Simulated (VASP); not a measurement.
# TiC (CsCl type) (Pm-3m) in VASP: notebook

TiC (CsCl type) is run at these levels: PBE; tasks: single point, relaxation of cell and atoms.

Program: VASP 6.6.1. These are calculated values, not measurements. Logs are shortened: lines on timing, memory, paths and dates and some standing lists are left out, and cuts for length are marked.

**1. The cell of the first run**

The structure is cubic, space group Pm-3m (No. 221). The conventional cell has a = 2.286 Å, b = 2.286 Å, c = 2.286 Å, α = 90.00°, β = 90.00°, γ = 90.00°. Within 2.6 Å of Ti (site symmetry m-3m) lie 8 C at 1.98 Å and 6 Ti at 2.29 Å. Within 2.6 Å of C (site symmetry m-3m) lie 8 Ti at 1.98 Å and 6 C at 2.29 Å.

**2. Single point, PBE**

The input, INCAR:

```
SYSTEM = TiC
PREC     = Accurate       ! precision mode
ENCUT    = 520            ! plane-wave cutoff, eV
EDIFF    = 1E-6           ! SCF threshold, eV
ISMEAR   = -1             ! smearing method
SIGMA    = 0.05           ! smearing width, eV
LREAL    = .FALSE.        ! projectors in reciprocal space
LASPH    = .TRUE.         ! aspherical terms in the spheres
NELM     = 80             ! most SCF steps
ALGO     = Normal         ! electronic algorithm
ISIF     = 2              ! what is computed and relaxed
LWAVE    = .FALSE.        ! write WAVECAR
LCHARG   = .FALSE.        ! write CHGCAR
GGA      = PE             ! functional
NBANDS   = 15             ! bands
```

The input, KPOINTS:

```
regular mesh
0
G
  16 16 16
  0 0 0
```

The input, POSCAR:

```
TiC
1.0
    2.2864998894      0.0000000000      0.0000000000
    0.0000000000      2.2864998894      0.0000000000
    0.0000000000      0.0000000000      2.2864998894
Ti C
1 1
Direct
    0.0000000000      0.0000000000      0.0000000000
    0.5000000000      0.5000000000      0.5000000000
```

Potentials or basis: VASP PAW PBE potentials, release 64 (Ti_sv, C).

Launch:

```
cat potpaw_PBE.64/Ti_sv/POTCAR potpaw_PBE.64/C/POTCAR > POTCAR
mpirun -np 1 vasp_std > vasp.out
```

OUTCAR:

```text
SYSTEM = TiC
   PREC = Accurate
   ENCUT = 520
   EDIFF = 1E-6
   ISMEAR = -1
   LREAL = .FALSE.
   LASPH = .TRUE.
   NELM = 80
   ISIF = 2
   GGA = PE

 ion  position               nearest neighbor table
   1  0.000  0.000  0.000-   2 1.98   2 1.98   2 1.98   2 1.98   2 1.98   2 1.98   2 1.98   2 1.98

   2  0.500  0.500  0.500-   1 1.98   1 1.98   1 1.98   1 1.98   1 1.98   1 1.98   1 1.98   1 1.98

  LATTYP: Found a simple cubic cell.
 ALAT       =     2.2864998894

  Lattice vectors:

 A1 = (   2.2864998894,   0.0000000000,   0.0000000000)
 A2 = (   0.0000000000,   2.2864998894,   0.0000000000)
 A3 = (   0.0000000000,   0.0000000000,   2.2864998894)

Analysis of symmetry for initial positions (statically):
=====================================================================
 Subroutine PRICEL returns:
 Original cell was already a primitive cell.

 Routine SETGRP: Setting up the symmetry group for a
 simple cubic supercell.

 Subroutine GETGRP returns: Found 48 space group operations
 (whereof 48 operations were pure point group operations)
 out of a pool of 48 trial point group operations.

The static configuration has the point symmetry O_h .

Analysis of symmetry for dynamics (positions and initial velocities):
=====================================================================
 Subroutine PRICEL returns:
 Original cell was already a primitive cell.

 Routine SETGRP: Setting up the symmetry group for a
 simple cubic supercell.

 Subroutine GETGRP returns: Found 48 space group operations
 (whereof 48 operations were pure point group operations)
 out of a pool of 48 trial point group operations.

The dynamic configuration has the point symmetry O_h .

 Subroutine INISYM returns: Found 48 space group operations
 (whereof 48 operations are pure point group operations),
 and found     1 'primitive' translations

----------------------------------------------------------------------------------------

                                     Primitive cell

  volume of cell :      11.9540

  direct lattice vectors                    reciprocal lattice vectors
     2.286499889  0.000000000  0.000000000     0.437349682  0.000000000  0.000000000
     0.000000000  2.286499889  0.000000000     0.000000000  0.437349682  0.000000000
     0.000000000  0.000000000  2.286499889     0.000000000  0.000000000  0.437349682

  length of vectors
     2.286499889  2.286499889  2.286499889     0.437349682  0.437349682  0.437349682

  position of ions in fractional coordinates (direct lattice)
     0.000000000  0.000000000  0.000000000
     0.500000000  0.500000000  0.500000000

  ion indices of the primitive-cell ions
   primitive index   ion index
                 1           1
                 2           2

----------------------------------------------------------------------------------------

 KPOINTS: regular mesh

Automatic generation of k-mesh.
 Grid dimensions read from file:
 generate k-points for:   16   16   16

 Generating k-lattice:

  Cartesian coordinates                     Fractional coordinates (reciprocal lattice)
     0.027334355  0.000000000  0.000000000     0.062500000  0.000000000  0.000000000
     0.000000000  0.027334355  0.000000000     0.000000000  0.062500000  0.000000000
     0.000000000  0.000000000  0.027334355     0.000000000  0.000000000  0.062500000

  Length of vectors
     0.027334355  0.027334355  0.027334355

  Shift w.r.t. Gamma in fractional coordinates (k-lattice)
     0.000000000  0.000000000  0.000000000

 Subroutine IBZKPT returns following result:
 ===========================================

 Found    165 irreducible k-points:

 Following reciprocal coordinates:
            Coordinates               Weight
  0.000000  0.000000  0.000000      1.000000
  0.062500  0.000000  0.000000      6.000000
  0.125000  0.000000  0.000000      6.000000
  0.187500  0.000000  0.000000      6.000000
  0.250000  0.000000  0.000000      6.000000
  0.312500  0.000000  0.000000      6.000000
[... 16 lines left out ...]
  0.437500  0.125000  0.000000     24.000000
  0.500000  0.125000  0.000000     12.000000
 [... further k-points ...]
   k-points           NKPTS =    165   k-points in BZ     NKDIM =    165   number of bands    NBANDS=     15
   number of dos      NEDOS =    301   number of ions     NIONS =      2
   total plane-waves  NPLWV =   5832
   dimension x,y,z NGX =    18 NGY =   18 NGZ =   18
   dimension x,y,z NGXF=    36 NGYF=   36 NGZF=   36
   ions per type =               1   1
   NGX,Y,Z   is equivalent  to a cutoff of  13.09, 13.09, 13.09 a.u.
   NGXF,Y,Z  is equivalent  to a cutoff of  26.17, 26.17, 26.17 a.u.
 SYSTEM =  TiC
   PREC   = accura    normal or accurate (medium, high low for compatibility)
   ISTART =      0    job   : 0-new  1-cont  2-samecut
   ICHARG =      2    charge: 1-file 2-atom 10-const
   ISPIN  =      1    spin polarized calculation?
   LNONCOLLINEAR =      F non collinear calculations
   LSORBIT =      F    spin-orbit coupling
   LASPH  =      T    aspherical Exc in radial PAW
   ENCUT  =  520.0 eV  38.22 Ry    6.18 a.u.   4.25  4.25  4.25*2*pi/ulx,y,z
   NELM   =     80;   NELMIN=  2; NELMDL= -5     # of ELM steps
   EDIFF  = 0.1E-05   stopping-criterion for ELM
   LREAL  =      F    real-space projection
   EDIFFG = 0.1E-04   stopping-criterion for IOM
   NSW    =      0    number of steps for IOM
   IBRION =     -1    ionic relax: 0-MD 1-quasi-New 2-CG
   NFREE  =      0    steps in history (QN), initial steepest desc. (CG)
   ISIF   =      2    stress and relaxation
   ISYM   =      2    0-nonsym 1-usesym 2-fastsym
   POTIM  = 0.5000    time-step for ionic-motion
   TEBEG  =    0.0;   TEEND  =   0.0 temperature during run
   PSTRESS=    0.0 pullay stress
   NELECT =      16.0000    total number of electrons
   NUPDOWN=      -1.0000    fix difference up-down
   EMIN   =  10.00;   EMAX   =-10.00  energy-range for DOS
   EFERMI =   0.00;   METHOD = LEGACY
   ISMEAR =    -1;   SIGMA  =   0.05  broadening in eV -4-tet -1-fermi 0-gaus
   EFERMI_NEDOS =   21; number of points for ismear=-14 and -15
   IALGO  =     38    algorithm
   IMIX   =      4    mixing-type and parameters
     AMIX     =   0.40;   BMIX     =  1.00
     AMIX_MAG =   1.60;   BMIX_MAG =  1.00
  volume/ion in A,a.u.               =       5.98        40.33
  Fermi-wavevector in a.u.,A,eV,Ry     =   1.804168  3.409383 44.287265  3.255022
  Thomas-Fermi vector in A             =   2.864128
   LORBIT       =      0    0 simple, 1 ext, 2 COOP (PROOUT), +10 PAW based schemes
   GGA     = PE    functional components
   LHFCALC =     F    Hartree Fock is set to
   AEXX    =    0.0000 exact exchange contribution
   IVDW    =     0    specifies the selected vdW correction
   LEPSILON=     F    determine dielectric tensor
   LRPA    =     F    only Hartree local field effects (RPA)
 non-spin polarized calculation
  energy-cutoff  :      520.00
  volume of cell :       11.95
 maximum number of plane-waves:       341
 NGX is ok and might be reduce to    18
   NGX =  9   NGY =  9   NGZ =  9

 number of electron      16.0000008 magnetization

 Free energy of the ion-electron system (eV)
  ---------------------------------------------------
  ext. energy  EPLUGINS =         0.00000000
  ---------------------------------------------------
  free energy    TOTEN  =       -11.42588349 eV

  energy without entropy =      -11.40962656  energy(sigma->0) =      -11.41775503

 E-fermi :  17.6115     XC(G=0): -15.7770

 val. band max:       17.6009225392   @ k =   0.3750   0.2500   0.2500
 cond. band min:      17.6115322663   @ k =   0.4375   0.3750   0.0625
 fundamental gap:      0.0106097271
 Fermi energy:        17.6114637879

 k-point     1 :       0.0000    0.0000    0.0000
  band No.  band energies     occupation
      1     -38.8077      2.00000
      2     -13.4666      2.00000
      3     -13.4666      2.00000
      4     -13.4666      2.00000
      5       2.0042      2.00000
      6      14.0839      2.00000
      7      14.0839      2.00000
      8      20.2707      0.00000
      9      20.2707      0.00000
     10      20.2707      0.00000
     11      23.4035      0.00000
     12      23.4035      0.00000
     13      23.4035      0.00000
     14      39.7935      0.00000
     15      39.7935      0.00000

 k-point     2 :       0.0625    0.0000    0.0000
  band No.  band energies     occupation
      1     -38.7854      2.00000
      2     -13.6178      2.00000
      3     -13.4523      2.00000
      4     -13.4523      2.00000
      5       2.1566      2.00000
      6      14.1067      2.00000
      7      14.1412      2.00000
      8      19.8937      0.00000
      9      19.8937      0.00000
     10      20.2275      0.00000
     11      23.4230      0.00000
     12      23.7782      0.00000
     13      23.7782      0.00000
     14      39.3167      0.00000
     15      39.9619      0.00000

 k-point     3 :       0.1250    0.0000    0.0000
  band No.  band energies     occupation
      1     -38.7211      2.00000
      2     -14.0350      2.00000
      3     -13.4118      2.00000
      4     -13.4118      2.00000
      5       2.5871      2.00000
      6      14.0738      2.00000
      7      14.3082      2.00000
      8      19.0799      0.00000
      9      19.0799      0.00000
     10      20.2350      0.00000
     11      23.4790      0.00000
     12      24.5933      0.00000
     13      24.5933      0.00000
     14      38.1141      0.00000
     15      40.0057      0.00000
[... 343 lines left out ...]
 k-point    23 :       0.4375    0.1250    0.0000
  band No.  band energies     occupation
      1     -38.1267      2.00000
      2     -16.6294      2.00000
      3     -13.5832      2.00000
      4     -13.0538      2.00000
      5       6.8909      2.00000
      6      10.0159      2.00000
      7      15.1646      2.00000
      8      15.9989      2.00000
      9      16.4312      2.00000
     10      23.2111      0.00000
     11      24.8850      0.00000
     12      27.9599      0.00000
     13      28.1070      0.00000
     14      33.4444      0.00000
     15      38.9454      0.00000

 k-point    24 :       0.5000    0.1250    0.0000
  band No.  band energies     occupation
      1     -38.1015      2.00000
      2     -16.7407      2.00000
      3     -13.5651      2.00000
      4     -13.0391      2.00000
      5       7.3038      2.00000
      6       9.5505      2.00000
      7      15.1571      2.00000
      8      15.8916      2.00000
      9      16.4098      2.00000
     10      23.2616      0.00000
     11      25.2406      0.00000
     12      28.0254      0.00000
     13      28.2555      0.00000
     14      33.2766      0.00000
     15      39.4847      0.00000

 [... further k-points ...]

------------------------ aborting loop because EDIFF is reached ----------------------------------------

  FORCE on cell =-STRESS in cart. coord.  units (eV):
  Direction    XX          YY          ZZ          XY          YZ          ZX
  --------------------------------------------------------------------------------------
  -------------------------------------------------------------------------------------
  Total       22.3796572     22.3796572     22.3796572     -0.0000000     -0.0000000      0.0000000
  in kB     2999.5109910   2999.5109910   2999.5109910     -0.0000000     -0.0000000      0.0000000
  external PRESSURE =    2999.5109910 kB  Pullay stress =       0.0000000 kB

 VOLUME and BASIS-vectors are now :
 -----------------------------------------------------------------------------
  energy-cutoff  :      520.00
  volume of cell :       11.95
      direct lattice vectors                 reciprocal lattice vectors
     2.286499889  0.000000000  0.000000000     0.437349682  0.000000000  0.000000000
     0.000000000  2.286499889  0.000000000     0.000000000  0.437349682  0.000000000
     0.000000000  0.000000000  2.286499889     0.000000000  0.000000000  0.437349682

 POSITION                                       TOTAL-FORCE (eV/Angst)
 -----------------------------------------------------------------------------------
      0.00000      0.00000      0.00000         0.000000      0.000000      0.000000
      1.14325      1.14325      1.14325         0.000000      0.000000      0.000000
 -----------------------------------------------------------------------------------
    total drift:                                0.000000     -0.000000      0.000000

  FREE ENERGIE OF THE ION-ELECTRON SYSTEM (eV)
  ---------------------------------------------------
  free  energy   TOTEN  =       -11.4258834892 eV

  energy  without entropy=      -11.4096265623  energy(sigma->0) =      -11.41775503
```

It took 39 s on 1 thread of Intel Xeon Platinum 8175M at 2.50GHz (Skylake/Cascade Lake), shared host; peak memory 0.14 GiB.

Results:

| Property | Result |
| --- | --- |
| Free energy | -11.4259 eV |
| Pressure | 300.0 GPa |
| Band gap on the k mesh | zero (bands 8 and 9 overlap by 4.45 eV) |

Levels at points of the mesh, in eV from the Fermi level:
```tsv
k point	band 6	band 7	band 8	band 9	band 10	band 11
(0.00, 0.00, 0.00)	-3.53	-3.53	2.66	2.66	2.66	5.79
(0.50, 0.00, 0.00)	-8.70	-2.07	-2.07	-1.71	6.33	7.80
(0.50, 0.50, 0.00)	-3.40	-3.40	-0.80	2.60	2.60	3.89
(0.50, 0.50, 0.50)	-9.41	-9.41	-5.76	8.60	8.60	12.12
```

Caveat: the cell stands under pressure.

**3. Single point, PBE**

INCAR is that of step 2.

The input, KPOINTS:

```
Automatic mesh
0
G
  16 16 16
  0 0 0
```

The input, POSCAR:

```
TiC
1.0
    2.2868763790      0.0000000000      0.0000000000
    0.0000000000      2.2868763790      0.0000000000
    0.0000000000      0.0000000000      2.2868763790
Ti C
1 1
Direct
    0.0000000000      0.0000000000      0.0000000000
    0.5000000000      0.5000000000      0.5000000000
```

Potentials or basis: VASP PAW PBE potentials, release 64 (Ti_sv, C).

Launch:

```
cat potpaw_PBE.64/Ti_sv/POTCAR potpaw_PBE.64/C/POTCAR > POTCAR
mpirun -np 1 vasp_std > vasp.out
```

OUTCAR:

```text
SYSTEM = TiC
   PREC = Accurate
   ENCUT = 520
   EDIFF = 1E-6
   ISMEAR = -1
   LREAL = .FALSE.
   LASPH = .TRUE.
   NELM = 80
   ISIF = 2
   GGA = PE

 ion  position               nearest neighbor table
   1  0.000  0.000  0.000-   2 1.98   2 1.98   2 1.98   2 1.98   2 1.98   2 1.98   2 1.98   2 1.98

   2  0.500  0.500  0.500-   1 1.98   1 1.98   1 1.98   1 1.98   1 1.98   1 1.98   1 1.98   1 1.98

  LATTYP: Found a simple cubic cell.
 ALAT       =     2.2868763790

[... 620 lines left out ...]

------------------------ aborting loop because EDIFF is reached ----------------------------------------

  FORCE on cell =-STRESS in cart. coord.  units (eV):
  Direction    XX          YY          ZZ          XY          YZ          ZX
  --------------------------------------------------------------------------------------
  -------------------------------------------------------------------------------------
  Total       22.3475940     22.3475940     22.3475940     -0.0000000      0.0000000      0.0000000
  in kB     2993.7345525   2993.7345525   2993.7345525     -0.0000000      0.0000000      0.0000000
  external PRESSURE =    2993.7345525 kB  Pullay stress =       0.0000000 kB

 VOLUME and BASIS-vectors are now :
 -----------------------------------------------------------------------------
  energy-cutoff  :      520.00
  volume of cell :       11.96
      direct lattice vectors                 reciprocal lattice vectors
     2.286876379  0.000000000  0.000000000     0.437277681  0.000000000  0.000000000
     0.000000000  2.286876379  0.000000000     0.000000000  0.437277681  0.000000000
     0.000000000  0.000000000  2.286876379     0.000000000  0.000000000  0.437277681

 POSITION                                       TOTAL-FORCE (eV/Angst)
 -----------------------------------------------------------------------------------
      0.00000      0.00000      0.00000         0.000000      0.000000      0.000000
      1.14344      1.14344      1.14344         0.000000      0.000000      0.000000
 -----------------------------------------------------------------------------------
    total drift:                               -0.000000     -0.000000      0.000000

  FREE ENERGIE OF THE ION-ELECTRON SYSTEM (eV)
  ---------------------------------------------------
  free  energy   TOTEN  =       -11.4369390873 eV

  energy  without entropy=      -11.4206772088  energy(sigma->0) =      -11.42880815
```

stdout:

```text
POSCAR found type information on POSCAR TiC
 POSCAR found :  2 types and       2 ions
 scaLAPACK will be used
 LDA part: xc-table for (Slater+PW92), standard interpolation
 POSCAR, INCAR and KPOINTS ok, starting setup
 FFT: planning ... GRIDC
 FFT: planning ... GRID_SOFT
 FFT: planning ... GRID
 WAVECAR not read
 entering main loop
```

Wall time 38 s (1 thread of Intel Xeon Platinum 8175M at 2.50GHz (Skylake/Cascade Lake), shared host); peak memory 0.14 GiB.

What came out:

- Free energy: -11.4369 eV
- Pressure: 299.4 GPa
- Band gap on the k mesh: zero (bands 8 and 9 overlap by 4.45 eV)

Levels at points of the mesh, in eV from the Fermi level:
| k point | band 6 | band 7 | band 8 | band 9 | band 10 | band 11 |
| --- | --- | --- | --- | --- | --- | --- |
| (0.00, 0.00, 0.00) | -3.52 | -3.52 | 2.66 | 2.66 | 2.66 | 5.79 |
| (0.50, 0.00, 0.00) | -8.70 | -2.07 | -2.07 | -1.71 | 6.33 | 7.80 |
| (0.50, 0.50, 0.00) | -3.41 | -3.41 | -0.80 | 2.60 | 2.60 | 3.89 |
| (0.50, 0.50, 0.50) | -9.41 | -9.41 | -5.76 | 8.60 | 8.60 | 12.12 |

Caveat: the cell stands under pressure.

(Part 1 of 2 ends here.)
